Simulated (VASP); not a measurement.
Wanted: the native input for a VASP 6.6.1 run.

| Quantity | Value |
| --- | --- |
| Task | relaxation of cell and atoms |
| Functional | PBE |
| Potentials or basis | VASP PAW PBE potentials, release 64 (Al, Cu) |
| Cutoff | 600 eV |
| k mesh | 7 × 7 × 4 |
| Occupations | gaussian, width 0.2 eV |
| Spin | no spin polarisation |
| Dipole correction | no |
| Further INCAR settings | ALGO = Normal; EDIFF = 1e-06; IBRION = 2; EDIFFG = -0.08; NSW = 36; ISIF = 3 |

The structure of Al2Cu lies in POSCAR:

```
Al2Cu
1.0
    2.8500000000      0.0000000000      0.0000000000
    0.0000000000      2.8500000000      0.0000000000
    0.0000000000      0.0000000000      5.3000000000
Al Cu
2 1
Direct
    0.5000000000      0.5000000000      0.7400000000
    0.5000000000      0.5000000000      0.2600000000
    0.0000000000      0.0000000000      0.0000000000
```

The input as run:

INCAR

```
PREC = Accurate ; ENCUT = 600
EDIFF = 1E-6 ; ISMEAR = 0
SIGMA = 0.2 ; LREAL = F
LASPH = T ; NELM = 80
ALGO = Normal ; ISIF = 3
LWAVE = F ; LCHARG = F
GGA = PE ; IBRION = 2
NSW = 36 ; EDIFFG = -0.08
```

KPOINTS

```
Automatic mesh
0
Gamma
  7 7 4
```

Potentials or basis: VASP PAW PBE potentials, release 64 (Al, Cu).

Run with:

```sh
$ cat potpaw_PBE.64/Al/POTCAR potpaw_PBE.64/Cu/POTCAR > POTCAR
$ mpirun -np 1 vasp_std > vasp.out
```

It gave:

- Relaxed volume: 15.76 Å³/atom
- Relaxed cell: a = 2.836 Å, b = 2.836 Å, c = 5.879 Å, α = 90.00°, β = 90.00°, γ = 90.00°
- Space group after relaxing (to 0.05 Å): P4/mmm (No. 123)
- Energy gained by relaxing: 119.3 meV/atom
- Ionic steps: 9
- Pressure after relaxing: 0.0 GPa
- Largest force after relaxing: 0.042 eV/Å

Caveat: the relaxation stopped at a loose force limit of 0.08 eV/Å, so its end isn't a converged minimum.

It took 95 s on 1 thread of Intel(R) Xeon(R) Platinum 8259CL CPU @ 2.50GHz (Skylake/Cascade Lake), with other jobs on the host, peak memory 0.17 GiB.
